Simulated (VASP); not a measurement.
A run of VASP 6.6.1 is set up as follows.

File INCAR:

```
PREC = Accurate
ENCUT = 520
EDIFF = 1E-6
ISMEAR = 0
SIGMA = 0.01
LREAL = F
LASPH = T
NELM = 100
ALGO = Normal
ISIF = 2
LWAVE = F
LCHARG = T
LELF = T
LVHAR = T
NBANDS = 20
```

The input KPOINTS:

```
regular mesh
0
Gamma
  6 6 2
```

File POSCAR:

```
WSe2
1.0
    3.2972127305      0.0000000000      0.0000000000
   -1.6486063653      2.8554699863      0.0000000000
    0.0000000000      0.0000000000      7.1842669523
W Se
1 2
Direct
    0.0000000000      0.0000000000      0.0000000000
    0.3333333333      0.6666666667      0.2319181144
    0.3333333333      0.6666666667      0.7680818856
```

Potentials or basis: VASP PAW LDA potentials, release 64 (W_sv, Se).

Run with:

```bash
$ cat potpaw_LDA.64/W_sv/POTCAR potpaw_LDA.64/Se/POTCAR > POTCAR
$ mpirun -np 1 vasp_std > vasp.out
```

What does it give for the band gap on the k mesh?

1.30 eV, indirect (least direct gap 1.54 eV).

Estimate the pressure.

-3.0 GPa.

Predict the largest force.

0.237 eV/Å.

Stress tensor (GPa, compression positive):
```
-3.57  0.00  0.00
 0.00 -3.57  0.00
 0.00  0.00 -1.79
```

Caveat: the k points lie up to 0.44 Å⁻¹ apart; spin-orbit coupling is left out, which moves the levels of the heavy elements. Expect the measured gap to be larger: semilocal functionals such as LDA lack the derivative discontinuity.
